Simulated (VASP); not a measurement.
Input of a VASP 6.6.1 run:

Contents of INCAR:

```
SYSTEM = Co
PREC = Accurate
ENCUT = 520
EDIFF = 1E-7
ISMEAR = -1
SIGMA = 0.05
LREAL = .FALSE.
LASPH = .TRUE.
NELM = 150
ALGO = Normal
ISIF = 2
LWAVE = .FALSE.
LCHARG = .FALSE.
ISPIN = 2
MAGMOM = 1.714 1.714
LORBIT = 11
LMAXMIX = 4
GGA = RE
NBANDS = 20
```

The input KPOINTS:

```
Automatic mesh
0
G
  23 23 13
  0 0 0
```

Contents of POSCAR:

```
Co
1.0
    2.6089786406      0.0000000000      0.0000000000
   -1.3044893203      2.2594417807      0.0000000000
    0.0000000000      0.0000000000      4.2123605802
Co
2
Direct
    0.3333333333      0.6666666667      0.2500000000
    0.6666666667      0.3333333333      0.7500000000
```

Potentials or basis: VASP PAW PBE potentials, release 64 (Co).

Run with:

```bash
$ cat potpaw_PBE.64/Co/POTCAR > POTCAR
$ mpirun -np 1 vasp_std > vasp.out
```

Problem. What does it give for the pressure?

Solution. -17.2 GPa.

Problem. Predict the net moment.

Solution. 3.42 μB per cell.

Problem. What does it give for the site moments?

Solution. Co +1.76 μB.

Stress tensor (GPa, compression positive):
```
-17.41   0.00   0.00
  0.00 -17.41   0.00
  0.00   0.00 -16.88
```

Caveat: the cell stands under tension; the PAW data sets were made with another functional, which shifts forces and pressure a little.
